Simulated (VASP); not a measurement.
# TaCo3 (Pm-3m) in VASP: notebook

The runs below take TaCo3 through single point, with LDA.

All numbers are computed with VASP 6.6.1; they aren't measurements. Logs are shortened: lines on timing, memory, paths and dates and some standing lists are left out, and cuts for length are marked.

## Step 1: The cell of the first run

The structure is cubic, space group Pm-3m (No. 221). The conventional cell has a = 3.742 Å, b = 3.742 Å, c = 3.742 Å, α = 90.00°, β = 90.00°, γ = 90.00°. Within 3.5 Å of Ta (site symmetry m-3m) lie 12 Co at 2.65 Å. Within 3.5 Å of Co (site symmetry 4/mmm) lie 4 Ta at 2.65 Å and 8 Co at 2.65 Å.

## Step 2: Single point, LDA, collinear spin, ferromagnetic start

The input, INCAR:

```
SYSTEM = TaCo3
ALGO = Normal
EDIFF = 1E-6
ENCUT = 520
ISIF = 2
ISMEAR = -1
ISPIN = 2
LASPH = .True.
LCHARG = .True.
LELF = .True.
LMAXMIX = 4
LORBIT = 11
LREAL = .False.
LVHAR = .True.
LWAVE = .False.
MAGMOM = 0 2 2 2
NBANDS = 31
NELM = 150
PREC = Accurate
SIGMA = 0.08
```

The input, KPOINTS:

```
k-points
0
Gamma
  9 9 9
  0 0 0
```

The input, POSCAR:

```
TaCo3
1.0
    3.7419790583      0.0000000000      0.0000000000
    0.0000000000      3.7419790583      0.0000000000
    0.0000000000      0.0000000000      3.7419790583
Ta Co
1 3
Direct
    0.0000000000      0.0000000000      0.0000000000
    0.0000000000      0.5000000000      0.5000000000
    0.5000000000      0.0000000000      0.5000000000
    0.5000000000      0.5000000000      0.0000000000
```

Potentials or basis: VASP PAW LDA potentials, release 64 (Ta_pv, Co).

The run is started by

```sh
cat potpaw_LDA.64/Ta_pv/POTCAR potpaw_LDA.64/Co/POTCAR > POTCAR
mpirun -np 1 vasp_std > vasp.out
```

OUTCAR:

```text
SYSTEM = TaCo3
   EDIFF = 1E-6
   ENCUT = 520
   ISIF = 2
   ISMEAR = -1
   ISPIN = 2
   LASPH = .True.
   LORBIT = 11
   LREAL = .False.
   NELM = 150
   PREC = Accurate

 ion  position               nearest neighbor table
   1  0.000  0.000  0.000-   2 2.65   3 2.65   4 2.65   2 2.65   3 2.65   2 2.65   4 2.65   2 2.65
                             3 2.65   4 2.65   3 2.65   4 2.65
   2  0.000  0.500  0.500-   1 2.65   3 2.65   4 2.65   1 2.65   4 2.65   1 2.65   3 2.65   1 2.65
                             3 2.65   4 2.65   4 2.65   3 2.65
   3  0.500  0.000  0.500-   1 2.65   2 2.65   4 2.65   1 2.65   4 2.65   2 2.65   4 2.65   4 2.65
                             1 2.65   2 2.65   1 2.65   2 2.65
   4  0.500  0.500  0.000-   1 2.65   2 2.65   3 2.65   2 2.65   3 2.65   1 2.65   3 2.65   3 2.65
                             1 2.65   2 2.65   2 2.65   1 2.65

  LATTYP: Found a simple cubic cell.
 ALAT       =     3.7419790583

  Lattice vectors:

 A1 = (   3.7419790583,   0.0000000000,   0.0000000000)
 A2 = (   0.0000000000,   3.7419790583,   0.0000000000)
 A3 = (   0.0000000000,   0.0000000000,   3.7419790583)

Analysis of symmetry for initial positions (statically):
=====================================================================
 Subroutine PRICEL returns:
 Original cell was already a primitive cell.

 Routine SETGRP: Setting up the symmetry group for a
 simple cubic supercell.

 Subroutine GETGRP returns: Found 48 space group operations
 (whereof 48 operations were pure point group operations)
 out of a pool of 48 trial point group operations.

The static configuration has the point symmetry O_h .

Analysis of symmetry for dynamics (positions and initial velocities):
=====================================================================
 Subroutine PRICEL returns:
 Original cell was already a primitive cell.

 Routine SETGRP: Setting up the symmetry group for a
 simple cubic supercell.

 Subroutine GETGRP returns: Found 48 space group operations
 (whereof 48 operations were pure point group operations)
 out of a pool of 48 trial point group operations.

The dynamic configuration has the point symmetry O_h .

Analysis of structural, dynamic, and magnetic symmetry:
=====================================================================
 Subroutine PRICEL returns:
 Original cell was already a primitive cell.

 Routine SETGRP: Setting up the symmetry group for a
 simple cubic supercell.

 Subroutine GETGRP returns: Found 48 space group operations
 (whereof 48 operations were pure point group operations)
 out of a pool of 48 trial point group operations.

The overall configuration has the point symmetry O_h .

 Subroutine INISYM returns: Found 48 space group operations
 (whereof 48 operations are pure point group operations),
 and found     1 'primitive' translations

----------------------------------------------------------------------------------------

                                     Primitive cell

  volume of cell :      52.3967

  direct lattice vectors                    reciprocal lattice vectors
     3.741979058  0.000000000  0.000000000     0.267238267  0.000000000  0.000000000
     0.000000000  3.741979058  0.000000000     0.000000000  0.267238267  0.000000000
     0.000000000  0.000000000  3.741979058     0.000000000  0.000000000  0.267238267

  length of vectors
     3.741979058  3.741979058  3.741979058     0.267238267  0.267238267  0.267238267

  position of ions in fractional coordinates (direct lattice)
     0.000000000  0.000000000  0.000000000
     0.000000000  0.500000000  0.500000000
     0.500000000  0.000000000  0.500000000
     0.500000000  0.500000000  0.000000000

  ion indices of the primitive-cell ions
   primitive index   ion index
                 1           1
                 2           2
                 3           3
                 4           4

----------------------------------------------------------------------------------------

 KPOINTS: k-points

Automatic generation of k-mesh.
 Grid dimensions read from file:
 generate k-points for:    9    9    9

 Generating k-lattice:

  Cartesian coordinates                     Fractional coordinates (reciprocal lattice)
     0.029693141  0.000000000  0.000000000     0.111111111  0.000000000  0.000000000
     0.000000000  0.029693141  0.000000000     0.000000000  0.111111111  0.000000000
     0.000000000  0.000000000  0.029693141     0.000000000  0.000000000  0.111111111

  Length of vectors
     0.029693141  0.029693141  0.029693141

  Shift w.r.t. Gamma in fractional coordinates (k-lattice)
     0.000000000  0.000000000  0.000000000

 Subroutine IBZKPT returns following result:
 ===========================================

 Found     35 irreducible k-points:

 Following reciprocal coordinates:
            Coordinates               Weight
  0.000000  0.000000  0.000000      1.000000
  0.111111  0.000000  0.000000      6.000000
  0.222222  0.000000  0.000000      6.000000
  0.333333  0.000000  0.000000      6.000000
  0.444444  0.000000  0.000000      6.000000
  0.111111  0.111111  0.000000     12.000000
[... 16 lines left out ...]
  0.333333  0.333333  0.111111     24.000000
  0.444444  0.333333  0.111111     48.000000
 [... further k-points ...]
   k-points           NKPTS =     35   k-points in BZ     NKDIM =     35   number of bands    NBANDS=     31
   number of dos      NEDOS =    301   number of ions     NIONS =      4
   total plane-waves  NPLWV =  21952
   dimension x,y,z NGX =    28 NGY =   28 NGZ =   28
   dimension x,y,z NGXF=    56 NGYF=   56 NGZF=   56
   ions per type =               1   3
   NGX,Y,Z   is equivalent  to a cutoff of  12.44, 12.44, 12.44 a.u.
   NGXF,Y,Z  is equivalent  to a cutoff of  24.88, 24.88, 24.88 a.u.
 SYSTEM =  TaCo3
   PREC   = accura    normal or accurate (medium, high low for compatibility)
   ISTART =      0    job   : 0-new  1-cont  2-samecut
   ICHARG =      2    charge: 1-file 2-atom 10-const
   ISPIN  =      2    spin polarized calculation?
   LNONCOLLINEAR =      F non collinear calculations
   LSORBIT =      F    spin-orbit coupling
   LASPH  =      T    aspherical Exc in radial PAW
   ENCUT  =  520.0 eV  38.22 Ry    6.18 a.u.   6.96  6.96  6.96*2*pi/ulx,y,z
   NELM   =    150;   NELMIN=  2; NELMDL= -5     # of ELM steps
   EDIFF  = 0.1E-05   stopping-criterion for ELM
   LREAL  =      F    real-space projection
   EDIFFG = 0.1E-04   stopping-criterion for IOM
   NSW    =      0    number of steps for IOM
   IBRION =     -1    ionic relax: 0-MD 1-quasi-New 2-CG
   NFREE  =      0    steps in history (QN), initial steepest desc. (CG)
   ISIF   =      2    stress and relaxation
   ISYM   =      2    0-nonsym 1-usesym 2-fastsym
   POTIM  = 0.5000    time-step for ionic-motion
   TEBEG  =    0.0;   TEEND  =   0.0 temperature during run
   PSTRESS=    0.0 pullay stress
   NELECT =      38.0000    total number of electrons
   NUPDOWN=      -1.0000    fix difference up-down
   EMIN   =  10.00;   EMAX   =-10.00  energy-range for DOS
   EFERMI =   0.00;   METHOD = LEGACY
   ISMEAR =    -1;   SIGMA  =   0.08  broadening in eV -4-tet -1-fermi 0-gaus
   EFERMI_NEDOS =   21; number of points for ismear=-14 and -15
   IALGO  =     38    algorithm
   IMIX   =      4    mixing-type and parameters
     AMIX     =   0.40;   BMIX     =  1.00
     AMIX_MAG =   1.60;   BMIX_MAG =  1.00
  volume/ion in A,a.u.               =      13.10        88.40
  Fermi-wavevector in a.u.,A,eV,Ry     =   1.470849  2.779501 29.434789  2.163396
  Thomas-Fermi vector in A             =   2.586056
   LORBIT       =     11    0 simple, 1 ext, 2 COOP (PROOUT), +10 PAW based schemes
   GGA     = CA    functional components
   LHFCALC =     F    Hartree Fock is set to
   AEXX    =    0.0000 exact exchange contribution
   IVDW    =     0    specifies the selected vdW correction
   LEPSILON=     F    determine dielectric tensor
   LRPA    =     F    only Hartree local field effects (RPA)
 spin polarized calculation
  energy-cutoff  :      520.00
  volume of cell :       52.40
 maximum number of plane-waves:      1424
 NGX is ok and might be reduce to    28

 number of electron      37.9999979 magnetization      -0.0009372

 number of electron      37.9999979 magnetization       0.0023079

 Free energy of the ion-electron system (eV)
  ---------------------------------------------------
  ext. energy  EPLUGINS =         0.00000000
  ---------------------------------------------------
  free energy    TOTEN  =       -37.78913784 eV

  energy without entropy =      -37.68199815  energy(sigma->0) =      -37.73556800

 E-fermi :   7.7986     XC(G=0): -13.2066

 val. band max:        7.7801245703   @ k =   0.1111   0.1111   0.1111
 cond. band min:       7.8062886622   @ k =   0.3333   0.3333   0.1111
 fundamental gap:      0.0261640919
 Fermi energy:         7.7985912425

 spin component 1

 k-point     1 :       0.0000    0.0000    0.0000
  band No.  band energies     occupation
      1     -26.4575      1.00000
      2     -26.4575      1.00000
      3     -26.4575      1.00000
      4      -0.4225      1.00000
      5       3.2792      1.00000
      6       3.2792      1.00000
[... 805 lines left out ...]
     30      19.0997      0.00000
     31      20.1839      0.00000

 [... further k-points ...]

 spin component 2

 k-point     1 :       0.0000    0.0000    0.0000
  band No.  band energies     occupation
      1     -26.4576      1.00000
      2     -26.4576      1.00000
      3     -26.4576      1.00000
      4      -0.4225      1.00000
      5       3.2795      1.00000
      6       3.2795      1.00000
[... 805 lines left out ...]
     30      19.0999      0.00000
     31      20.1840      0.00000

 [... further k-points ...]

------------------------ aborting loop because EDIFF is reached ----------------------------------------

  FORCE on cell =-STRESS in cart. coord.  units (eV):
  Direction    XX          YY          ZZ          XY          YZ          ZX
  --------------------------------------------------------------------------------------
  -------------------------------------------------------------------------------------
  Total      -10.2597715    -10.2597715    -10.2597715     -0.0000000     -0.0000000      0.0000000
  in kB     -313.7214499   -313.7214499   -313.7214499     -0.0000000     -0.0000000      0.0000000
  external PRESSURE =    -313.7214499 kB  Pullay stress =       0.0000000 kB

 VOLUME and BASIS-vectors are now :
 -----------------------------------------------------------------------------
  energy-cutoff  :      520.00
  volume of cell :       52.40
      direct lattice vectors                 reciprocal lattice vectors
     3.741979058  0.000000000  0.000000000     0.267238267  0.000000000  0.000000000
     0.000000000  3.741979058  0.000000000     0.000000000  0.267238267  0.000000000
     0.000000000  0.000000000  3.741979058     0.000000000  0.000000000  0.267238267

 POSITION                                       TOTAL-FORCE (eV/Angst)
 -----------------------------------------------------------------------------------
      0.00000      0.00000      0.00000         0.000000      0.000000      0.000000
      0.00000      1.87099      1.87099         0.000000      0.000000      0.000000
      1.87099      0.00000      1.87099         0.000000      0.000000      0.000000
      1.87099      1.87099      0.00000         0.000000      0.000000      0.000000
 -----------------------------------------------------------------------------------
    total drift:                                0.000000      0.000000      0.000000

  FREE ENERGIE OF THE ION-ELECTRON SYSTEM (eV)
  ---------------------------------------------------
  free  energy   TOTEN  =       -37.7891378426 eV

  energy  without entropy=      -37.6819981527  energy(sigma->0) =      -37.73556800

 total charge

# of ion       s       p       d       tot
------------------------------------------
    1        0.387   6.177   2.236   8.801
    2        0.467   0.460   7.321   8.248
    3        0.467   0.460   7.321   8.248
    4        0.467   0.460   7.321   8.248
--------------------------------------------------
tot          1.789   7.558  24.198  33.545

 magnetization (x)

# of ion       s       p       d       tot
------------------------------------------
    1       -0.000  -0.000  -0.000  -0.000
    2       -0.000  -0.000   0.001   0.001
    3       -0.000  -0.000   0.001   0.001
    4       -0.000  -0.000   0.001   0.001
--------------------------------------------------
tot         -0.000  -0.000   0.002   0.002
```

It took 70 s on 1 thread of Intel Xeon 6975P-C (Granite Rapids), shared host; peak memory 0.21 GiB.

Results:

```yaml
Free_energy: -37.7891 eV
Pressure: -31.4 GPa
Band_gap_on_the_k_mesh: zero (filled and empty bands overlap)
Net_moment: 0.00 μB per cell
Valence_electrons_inside_the_program's_atomic_spheres: Ta 8.80; Co 8.25
```

Caveat: the starting moments collapsed, and a magnetic state may lie lower; spin-orbit coupling is left out, which moves the levels of the heavy elements.

## Step 3: Single point, LDA, collinear spin, ferromagnetic start

The input, INCAR:

```
PREC     = Accurate       # precision mode
ENCUT    = 520            # plane-wave cutoff, eV
EDIFF    = 1E-7           # SCF threshold, eV
ISMEAR   = 0              # smearing method
SIGMA    = 0.05           # smearing width, eV
LREAL    = F              # projectors in reciprocal space
LASPH    = T              # aspherical terms in the spheres
NELM     = 150            # most SCF steps
ALGO     = Normal         # electronic algorithm
ISIF     = 2              # what is computed and relaxed
LWAVE    = F              # write WAVECAR
LCHARG   = T              # write CHGCAR
ISPIN    = 2              # spin polarisation
MAGMOM   = 0 2 2 2        # initial moments
LORBIT   = 11             # projections on sites
LMAXMIX  = 4              # l up to which the mixer works
LELF     = T              # ELF
LVHAR    = T            
NBANDS   = 31             # bands
```

The input, KPOINTS:

```
regular mesh
0
Gamma
  9 9 9
```

POSCAR is that of step 2.

Potentials or basis: VASP PAW LDA potentials, release 64 (Ta_pv, Co).

The run is started by

```sh
cat potpaw_LDA.64/Ta_pv/POTCAR potpaw_LDA.64/Co/POTCAR > POTCAR
mpirun -np 1 vasp_std > vasp.out
```

OUTCAR:

```text
PREC = Accurate
   ENCUT = 520
   EDIFF = 1E-7
   ISMEAR = 0
   LREAL = F
   LASPH = T
   NELM = 150
   ISIF = 2
   ISPIN = 2
   LORBIT = 11

 ion  position               nearest neighbor table
   1  0.000  0.000  0.000-   2 2.65   3 2.65   4 2.65   2 2.65   3 2.65   2 2.65   4 2.65   2 2.65
                             3 2.65   4 2.65   3 2.65   4 2.65
   2  0.000  0.500  0.500-   1 2.65   3 2.65   4 2.65   1 2.65   4 2.65   1 2.65   3 2.65   1 2.65
                             3 2.65   4 2.65   4 2.65   3 2.65
[... 1871 lines left out ...]
     3.741979058  0.000000000  0.000000000     0.267238267  0.000000000  0.000000000
     0.000000000  3.741979058  0.000000000     0.000000000  0.267238267  0.000000000
     0.000000000  0.000000000  3.741979058     0.000000000  0.000000000  0.267238267

 POSITION                                       TOTAL-FORCE (eV/Angst)
 -----------------------------------------------------------------------------------
      0.00000      0.00000      0.00000         0.000000      0.000000      0.000000
      0.00000      1.87099      1.87099         0.000000      0.000000      0.000000
      1.87099      0.00000      1.87099         0.000000      0.000000      0.000000
      1.87099      1.87099      0.00000         0.000000      0.000000      0.000000
 -----------------------------------------------------------------------------------
    total drift:                                0.000000      0.000000      0.000000

  FREE ENERGIE OF THE ION-ELECTRON SYSTEM (eV)
  ---------------------------------------------------
  free  energy   TOTEN  =       -37.7420441850 eV

  energy  without entropy=      -37.7370380157  energy(sigma->0) =      -37.73954110

 total charge

# of ion       s       p       d       tot
------------------------------------------
    1        0.387   6.177   2.236   8.800
    2        0.467   0.461   7.320   8.248
    3        0.467   0.461   7.320   8.248
    4        0.467   0.461   7.320   8.248
--------------------------------------------------
tot          1.789   7.559  24.197  33.544

 magnetization (x)

# of ion       s       p       d       tot
------------------------------------------
    1       -0.000   0.000   0.000   0.000
    2        0.000   0.000  -0.000  -0.000
    3        0.000   0.000  -0.000  -0.000
    4        0.000   0.000  -0.000  -0.000
--------------------------------------------------
tot          0.000   0.000  -0.000  -0.000
```

stdout:

```text
POSCAR found type information on POSCAR TaCo
 POSCAR found :  2 types and       4 ions
 scaLAPACK will be used
 LDA part: xc-table for (Slater(with rela. corr.)+CA(PZ))
 , standard interpolation
 POSCAR, INCAR and KPOINTS ok, starting setup
 FFT: planning ... GRIDC
 FFT: planning ... GRID_SOFT
 FFT: planning ... GRID
 WAVECAR not read
 entering main loop
```

Run time: 63 s. Hardware: 1 thread of Intel Xeon 6975P-C (Granite Rapids), shared host; peak memory 0.2 GiB.

What came out:

- Free energy: -37.7420 eV
- Pressure: -31.7 GPa
- Band gap on the k mesh: zero (filled and empty bands overlap)
- Net moment: 0.00 μB per cell
- Valence electrons inside the program's atomic spheres: Ta 8.80; Co 8.25

Caveat: the starting moments collapsed, and a magnetic state may lie lower; spin-orbit coupling is left out, which moves the levels of the heavy elements.
